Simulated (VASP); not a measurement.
Wanted: the native input for a VASP 6.6.1 run.

```yaml
Task: single point
Functional: PBE
Potentials_or_basis: VASP PAW PBE potentials, release 64 (Rh_pv)
Cutoff: 520 eV
k_mesh: 26 × 26 × 26
Occupations: gaussian, width 0.15 eV
Spin: no spin polarisation
Dipole_correction: no
Further_INCAR_settings: ALGO = Fast; EDIFF = 1e-06; NBANDS = 14
```

The structure of Rh lies in POSCAR:

```
Rh
1.0
    0.0000000000      2.0107136825      1.9628395472
    2.0107136825      0.0000000000      1.9628395472
    2.0107136825      2.0107136825      0.0000000000
Rh
1
Direct
    0.0000000000      0.0000000000      0.0000000000
```

This cell differs from its parent crystal: strain +0.050 along x and y, +0.025 along z.

One way to write it, as run:

INCAR

```
SYSTEM = Rh
ALGO = Fast
EDIFF = 1E-6
ENCUT = 520
GGA = PE
ISIF = 2
ISMEAR = 0
LASPH = .TRUE.
LCHARG = .FALSE.
LREAL = .FALSE.
LWAVE = .FALSE.
NBANDS = 14
NELM = 100
PREC = Accurate
SIGMA = 0.15
```

KPOINTS

```
k-points
0
G
  26 26 26
  0 0 0
```

Potentials or basis: VASP PAW PBE potentials, release 64 (Rh_pv).

Command:

```console
$ cat potpaw_PBE.64/Rh_pv/POTCAR > POTCAR
$ mpirun -np 1 vasp_std > vasp.out
```

Results of the run:

| Property | Result |
| --- | --- |
| Pressure | -22.6 GPa |
| Band gap on the k mesh | zero (an odd number of electrons rules out a gap without spin polarisation) |

Caveat: the cell differs from its parent crystal (strain +0.050 along x and y, +0.025 along z); the cell stands under tension.

Run time: 5.6 min on 1 thread of Intel Xeon 8259CL, on a shared host, peak memory 0.37 GiB.
